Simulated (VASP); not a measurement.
# Ga2PdS3 (P6/mmm) in VASP: single point with PBE

Aim: the single point of Ga2PdS3 with PBE.

Everything below comes from runs of VASP 6.6.1. Logs are shortened: lines on timing, memory, paths and dates and some standing lists are left out, and cuts for length are marked.

**1. The cell of the first run**

The structure is hexagonal, space group P6/mmm (No. 191). Conventional cell: a = 5.051 Å, b = 5.051 Å, c = 8.033 Å, α = 90.00°, β = 90.00°, γ = 120.00°. Within 3.3 Å of Ga (site symmetry 6mm) lie 1 Pd at 2.39 Å and 6 S at 3.00 Å and 1 Ga at 3.25 Å. Pd (site symmetry 6/mmm) has 2 Ga at 2.39 Å within 3.2 Å. S (site symmetry mmm) has 4 S at 2.53 Å and 4 Ga at 3.00 Å within 3.3 Å.

The cell was built from a structure type or drawn by symmetry, and may not be a known phase.

**2. Single point, PBE, collinear spin**

The input, INCAR:

```
ALGO = Normal
EDIFF = 1E-6
ENCUT = 520
GGA = PE
ISIF = 2
ISMEAR = 0
ISPIN = 2
LASPH = True
LCHARG = False
LMAXMIX = 4
LORBIT = 11
LREAL = False
LWAVE = False
MAGMOM = 0 0 1 0 0 0
NBANDS = 40
NELM = 150
PREC = Accurate
SIGMA = 0.1
```

The input, KPOINTS:

```
k-points
0
Gamma
  6 6 2
```

The input, POSCAR:

```
Ga2PdS3
1.0
    5.0505603388      0.0000000000      0.0000000000
   -2.5252801694      4.3739135568      0.0000000000
    0.0000000000      0.0000000000      8.0331686486
Ga Pd S
2 1 3
Direct
    0.0000000000      0.0000000000      0.7974582608
    0.0000000000      0.0000000000      0.2025417392
    0.0000000000      0.0000000000      0.5000000000
    0.5000000000      0.0000000000      0.0000000000
    0.0000000000      0.5000000000      0.0000000000
    0.5000000000      0.5000000000      0.0000000000
```

Potentials or basis: VASP PAW PBE potentials, release 64 (Ga_d, Pd, S).

Run with:

```
$ cat potpaw_PBE.64/Ga_d/POTCAR potpaw_PBE.64/Pd/POTCAR potpaw_PBE.64/S/POTCAR > POTCAR
$ mpirun -np 1 vasp_std > vasp.out
```

OUTCAR:

```text
EDIFF = 1E-6
   ENCUT = 520
   GGA = PE
   ISIF = 2
   ISMEAR = 0
   ISPIN = 2
   LASPH = True
   LORBIT = 11
   LREAL = False
   NELM = 150
   PREC = Accurate

 ion  position               nearest neighbor table
   1  0.000  0.000  0.797-   3 2.39
   2  0.000  0.000  0.203-   3 2.39
   3  0.000  0.000  0.500-   1 2.39   2 2.39
   4  0.500  0.000  0.000-   5 2.53   6 2.53   6 2.53   5 2.53
   5  0.000  0.500  0.000-   6 2.53   6 2.53   4 2.53   4 2.53
   6  0.500  0.500  0.000-   5 2.53   5 2.53   4 2.53   4 2.53

  LATTYP: Found a hexagonal cell.
 ALAT       =     5.0505603388
 C/A-ratio  =     1.5905499805

  Lattice vectors:

 A1 = (   5.0505603388,   0.0000000000,   0.0000000000)
 A2 = (  -2.5252801694,   4.3739135568,   0.0000000000)
 A3 = (   0.0000000000,   0.0000000000,   8.0331686486)

Analysis of symmetry for initial positions (statically):
=====================================================================
 Subroutine PRICEL returns:
 Original cell was already a primitive cell.

 Routine SETGRP: Setting up the symmetry group for a
 hexagonal supercell.

 Subroutine GETGRP returns: Found 24 space group operations
 (whereof 24 operations were pure point group operations)
 out of a pool of 24 trial point group operations.

The static configuration has the point symmetry D_6h.

Analysis of symmetry for dynamics (positions and initial velocities):
=====================================================================
 Subroutine PRICEL returns:
 Original cell was already a primitive cell.

 Routine SETGRP: Setting up the symmetry group for a
 hexagonal supercell.

 Subroutine GETGRP returns: Found 24 space group operations
 (whereof 24 operations were pure point group operations)
 out of a pool of 24 trial point group operations.

The dynamic configuration has the point symmetry D_6h.

Analysis of structural, dynamic, and magnetic symmetry:
=====================================================================
 Subroutine PRICEL returns:
 Original cell was already a primitive cell.

 Routine SETGRP: Setting up the symmetry group for a
 hexagonal supercell.

 Subroutine GETGRP returns: Found 24 space group operations
 (whereof 24 operations were pure point group operations)
 out of a pool of 24 trial point group operations.

The overall configuration has the point symmetry D_6h.

 Subroutine INISYM returns: Found 24 space group operations
 (whereof 24 operations are pure point group operations),
 and found     1 'primitive' translations

----------------------------------------------------------------------------------------

                                     Primitive cell

  volume of cell :     177.4584

  direct lattice vectors                    reciprocal lattice vectors
     5.050560339  0.000000000  0.000000000     0.197997833  0.114314102  0.000000000
    -2.525280169  4.373913557  0.000000000     0.000000000  0.228628204  0.000000000
     0.000000000  0.000000000  8.033168649     0.000000000  0.000000000  0.124483880

  length of vectors
     5.050560339  5.050560339  8.033168649     0.228628204  0.228628204  0.124483880

  position of ions in fractional coordinates (direct lattice)
     0.000000000  0.000000000  0.797458261
     0.000000000  0.000000000  0.202541739
     0.000000000  0.000000000  0.500000000
     0.500000000  0.000000000  0.000000000
     0.000000000  0.500000000  0.000000000
     0.500000000  0.500000000  0.000000000

  ion indices of the primitive-cell ions
   primitive index   ion index
                 1           1
                 2           2
                 3           3
                 4           4
                 5           5
                 6           6

----------------------------------------------------------------------------------------

 KPOINTS: k-points

[... 30 lines left out ...]
  0.333333  0.333333  0.000000      2.000000
  0.000000  0.000000  0.500000      1.000000
  0.166667  0.000000  0.500000      6.000000
  0.333333 -0.000000  0.500000      6.000000
  0.500000  0.000000  0.500000      3.000000
  0.166667  0.166667  0.500000      6.000000
  0.333333  0.166667  0.500000     12.000000
  0.333333  0.333333  0.500000      2.000000
   k-points           NKPTS =     14   k-points in BZ     NKDIM =     14   number of bands    NBANDS=     40
   number of dos      NEDOS =    301   number of ions     NIONS =      6
   total plane-waves  NPLWV =  96000
   dimension x,y,z NGX =    40 NGY =   40 NGZ =   60
   dimension x,y,z NGXF=    80 NGYF=   80 NGZF=  120
   ions per type =               2   1   3
   NGX,Y,Z   is equivalent  to a cutoff of  13.17, 13.17, 12.42 a.u.
   NGXF,Y,Z  is equivalent  to a cutoff of  26.33, 26.33, 24.83 a.u.
 SYSTEM =  unknown system
   PREC   = accura    normal or accurate (medium, high low for compatibility)
   ISTART =      0    job   : 0-new  1-cont  2-samecut
   ICHARG =      2    charge: 1-file 2-atom 10-const
   ISPIN  =      2    spin polarized calculation?
   LNONCOLLINEAR =      F non collinear calculations
   LSORBIT =      F    spin-orbit coupling
   LASPH  =      T    aspherical Exc in radial PAW
   ENCUT  =  520.0 eV  38.22 Ry    6.18 a.u.   9.39  9.39 14.94*2*pi/ulx,y,z
   NELM   =    150;   NELMIN=  2; NELMDL= -5     # of ELM steps
   EDIFF  = 0.1E-05   stopping-criterion for ELM
   LREAL  =      F    real-space projection
   EDIFFG = 0.1E-04   stopping-criterion for IOM
   NSW    =      0    number of steps for IOM
   IBRION =     -1    ionic relax: 0-MD 1-quasi-New 2-CG
   NFREE  =      0    steps in history (QN), initial steepest desc. (CG)
   ISIF   =      2    stress and relaxation
   ISYM   =      2    0-nonsym 1-usesym 2-fastsym
   POTIM  = 0.5000    time-step for ionic-motion
   TEBEG  =    0.0;   TEEND  =   0.0 temperature during run
   PSTRESS=    0.0 pullay stress
   NELECT =      54.0000    total number of electrons
   NUPDOWN=      -1.0000    fix difference up-down
   EMIN   =  10.00;   EMAX   =-10.00  energy-range for DOS
   EFERMI =   0.00;   METHOD = LEGACY
   ISMEAR =     0;   SIGMA  =   0.10  broadening in eV -4-tet -1-fermi 0-gaus
   EFERMI_NEDOS =   21; number of points for ismear=-14 and -15
   IALGO  =     38    algorithm
   IMIX   =      4    mixing-type and parameters
     AMIX     =   0.40;   BMIX     =  1.00
     AMIX_MAG =   1.60;   BMIX_MAG =  1.00
  volume/ion in A,a.u.               =      29.58       199.59
  Fermi-wavevector in a.u.,A,eV,Ry     =   1.101135  2.080843 16.497038  1.212498
  Thomas-Fermi vector in A             =   2.237557
   LORBIT       =     11    0 simple, 1 ext, 2 COOP (PROOUT), +10 PAW based schemes
   GGA     = PE    functional components
   LHFCALC =     F    Hartree Fock is set to
   AEXX    =    0.0000 exact exchange contribution
   IVDW    =     0    specifies the selected vdW correction
   LEPSILON=     F    determine dielectric tensor
   LRPA    =     F    only Hartree local field effects (RPA)
 spin polarized calculation
 Gauss-broadening in eV      SIGMA  =   0.10
  energy-cutoff  :      520.00
  volume of cell :      177.46
 maximum number of plane-waves:      4818
 NGX is ok and might be reduce to    40
   NGX = 19   NGY = 19   NGZ = 29

 number of electron      53.9999985 magnetization       0.0004546

 number of electron      53.9999985 magnetization      -0.0000218

 Free energy of the ion-electron system (eV)
  ---------------------------------------------------
  ext. energy  EPLUGINS =         0.00000000
  ---------------------------------------------------
  free energy    TOTEN  =       -20.28983432 eV

  energy without entropy =      -20.27692141  energy(sigma->0) =      -20.28337786

 E-fermi :   1.8047     XC(G=0):  -7.9209

 val. band max:        1.7742734868   @ k =   0.3333   0.3333   0.5000
 cond. band min:       1.8206680313   @ k =   0.3333   0.3333   0.5000
 fundamental gap:      0.0463945445
 Fermi energy:         1.8046817411

 spin component 1

 k-point     1 :       0.0000    0.0000    0.0000
  band No.  band energies     occupation
      1     -13.7863      1.00000
      2     -12.9193      1.00000
      3     -12.8558      1.00000
      4     -12.8558      1.00000
      5     -12.8542      1.00000
      6     -12.8542      1.00000
[... 577 lines left out ...]
     38       9.2912      0.00000
     39       9.2912      0.00000
 Fermi energy:         1.8046817411

 spin component 2

 k-point     1 :       0.0000    0.0000    0.0000
  band No.  band energies     occupation
      1     -13.7863      1.00000
      2     -12.9193      1.00000
      3     -12.8558      1.00000
      4     -12.8558      1.00000
      5     -12.8542      1.00000
      6     -12.8542      1.00000
[... 577 lines left out ...]
     38       9.2912      0.00000
     39       9.2912      0.00000
 [bands above 39 left out]

------------------------ aborting loop because EDIFF is reached ----------------------------------------

  FORCE on cell =-STRESS in cart. coord.  units (eV):
  Direction    XX          YY          ZZ          XY          YZ          ZX
  --------------------------------------------------------------------------------------
  -------------------------------------------------------------------------------------
  Total       -0.0751056     -0.0751056      0.2939660      0.0000000     -0.0000000      0.0000000
  in kB       -0.6780881     -0.6780881      2.6540622      0.0000000     -0.0000000      0.0000000
  external PRESSURE =       0.4326287 kB  Pullay stress =       0.0000000 kB

 VOLUME and BASIS-vectors are now :
 -----------------------------------------------------------------------------
  energy-cutoff  :      520.00
  volume of cell :      177.46
      direct lattice vectors                 reciprocal lattice vectors
     5.050560339  0.000000000  0.000000000     0.197997833  0.114314102  0.000000000
    -2.525280169  4.373913557  0.000000000     0.000000000  0.228628204  0.000000000
     0.000000000  0.000000000  8.033168649     0.000000000  0.000000000  0.124483880

 POSITION                                       TOTAL-FORCE (eV/Angst)
 -----------------------------------------------------------------------------------
      0.00000      0.00000      6.40612        -0.000000      0.000000      0.051268
      0.00000      0.00000      1.62705        -0.000000     -0.000000     -0.051268
      0.00000      0.00000      4.01658         0.000000     -0.000000     -0.000000
      2.52528      0.00000      0.00000         0.000000     -0.000000     -0.000000
     -1.26264      2.18696      0.00000         0.000000     -0.000000     -0.000000
      1.26264      2.18696      0.00000         0.000000     -0.000000     -0.000000
 -----------------------------------------------------------------------------------
    total drift:                               -0.000000      0.000000      0.000000

  FREE ENERGIE OF THE ION-ELECTRON SYSTEM (eV)
  ---------------------------------------------------
  free  energy   TOTEN  =       -20.2898343198 eV

  energy  without entropy=      -20.2769214062  energy(sigma->0) =      -20.28337786

 total charge

# of ion       s       p       d       tot
------------------------------------------
    1        1.129   0.337   9.962  11.428
    2        1.129   0.337   9.962  11.428
    3        0.356   0.160   8.857   9.372
    4        1.413   2.148   0.000   3.561
    5        1.413   2.148   0.000   3.561
    6        1.413   2.148   0.000   3.561
--------------------------------------------------
tot          6.852   7.279  28.781  42.912

 magnetization (x)

# of ion       s       p       d       tot
------------------------------------------
    1       -0.000   0.000  -0.000   0.000
    2       -0.000   0.000  -0.000   0.000
    3        0.000   0.000  -0.000   0.000
    4       -0.000  -0.000   0.000  -0.000
    5       -0.000  -0.000   0.000  -0.000
    6       -0.000  -0.000   0.000  -0.000
--------------------------------------------------
tot          0.000  -0.000  -0.000  -0.000
```

It took 3.6 min on 1 thread of Intel Xeon Platinum 8259CL at 2.50GHz (Skylake/Cascade Lake), shared host; peak memory 0.45 GiB.

Results:

* Free energy: -20.2898 eV
* Pressure: 0.0 GPa
* Largest force: 0.051 eV/Å
* Band gap on the k mesh: zero (filled and empty bands overlap)
* Net moment: 0.00 μB per cell
* Valence electrons inside the program's atomic spheres: Ga 11.43; Pd 9.37; S 3.56

Forces in eV/Å, atoms in the order of the input:
```
Ga   0.000  0.000  0.051
Ga   0.000  0.000 -0.051
Pd   0.000  0.000  0.000
S    0.000  0.000  0.000
S    0.000  0.000  0.000
S    0.000  0.000  0.000
```

Stress tensor (GPa, compression positive):
```
-0.07  0.00  0.00
 0.00 -0.07  0.00
 0.00  0.00  0.27
```

Levels at points of the mesh, in eV from the Fermi level:
Spin up:
```tsv
k point	band 24	band 25	band 26	band 27	band 28	band 29	band 30	band 31
(0.00, 0.00, 0.00)	-0.81	-0.59	-0.59	-0.59	2.46	2.86	2.86	3.39
(0.50, 0.00, 0.00)	-1.27	-0.94	-0.68	-0.50	-0.31	1.30	1.59	3.42
(0.00, 0.00, 0.50)	-0.71	-0.56	-0.56	0.19	1.81	2.17	2.17	2.46
(0.50, 0.00, 0.50)	-1.40	-1.25	-0.64	-0.50	-0.44	1.60	2.53	2.59
```
Spin down:
```tsv
k point	band 23	band 24	band 25	band 26	band 27	band 28	band 29	band 30	band 31	band 32
(0.00, 0.00, 0.00)	-0.81	-0.81	-0.59	-0.59	-0.59	2.46	2.86	2.86	3.39	3.39
(0.50, 0.00, 0.00)	-1.52	-1.27	-0.94	-0.68	-0.50	-0.31	1.30	1.59	3.42	3.65
(0.00, 0.00, 0.50)	-0.85	-0.71	-0.56	-0.56	0.19	1.81	2.17	2.17	2.46	3.69
(0.50, 0.00, 0.50)	-1.42	-1.40	-1.25	-0.64	-0.50	-0.44	1.60	2.53	2.59	2.70
```

Caveat: the k points lie up to 0.39 Å⁻¹ apart, too coarse for converged energies and pressures of a metal.
